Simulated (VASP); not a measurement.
Set up this calculation in VASP 6.6.1, as the native input.

* Task: single point
* Functional: PBE
* Potentials or basis: VASP PAW PBE potentials, release 64 (Si, Mo_sv)
* Cutoff: 520 eV
* k mesh: 12 × 12 × 6
* Occupations: gaussian, width 0.1 eV
* Spin: no spin polarisation
* Dipole correction: no
* Further INCAR settings: ALGO = Normal; EDIFF = 1e-06; NBANDS = 31

The structure of Si2Mo lies in POSCAR:

```
Si2Mo
1.0
    3.1685946551      0.0000000000      0.0000000000
    0.0000000000      3.2299546747      0.0000000000
    0.0000000000      0.0000000000      7.8887393999
Si Mo
4 2
Direct
    0.0000000000      0.0000000000      0.3350215020
    0.5000000000      0.5000000000      0.1649784980
    0.5000000000      0.5000000000      0.8350215020
    0.0000000000      0.0000000000      0.6649784980
    0.0000000000      0.0000000000      0.0000000000
    0.5000000000      0.5000000000      0.5000000000
```

This cell differs from its parent crystal: uniaxial strain along a: -1.5 %, then relaxed in part.

One way to write it, as run:

INCAR

```
SYSTEM = Si2Mo
PREC = Accurate
ENCUT = 520
EDIFF = 1E-6
ISMEAR = 0
SIGMA = 0.1
LREAL = .False.
LASPH = .True.
NELM = 100
ALGO = Normal
ISIF = 2
LWAVE = .False.
LCHARG = .False.
GGA = PE
NBANDS = 31
```

KPOINTS

```
regular mesh
0
Gamma
  12 12 6
  0 0 0
```

Potentials or basis: VASP PAW PBE potentials, release 64 (Si, Mo_sv).

Launch:

```console
$ cat potpaw_PBE.64/Si/POTCAR potpaw_PBE.64/Mo_sv/POTCAR > POTCAR
$ mpirun -np 1 vasp_std > vasp.out
```

It gave:

```
Pressure               : 2.0 GPa
Band gap on the k mesh : zero (band 22 reaches 12.71 eV, above the bottom of band 23 at 11.88 eV)
```

Caveat: the cell differs from its parent crystal (uniaxial strain along a: -1.5 %, then relaxed in part).

Run time: 5.2 min on 1 thread of Intel(R) Xeon(R) 6975P-C (Granite Rapids), on a shared host, peak memory 0.46 GiB.
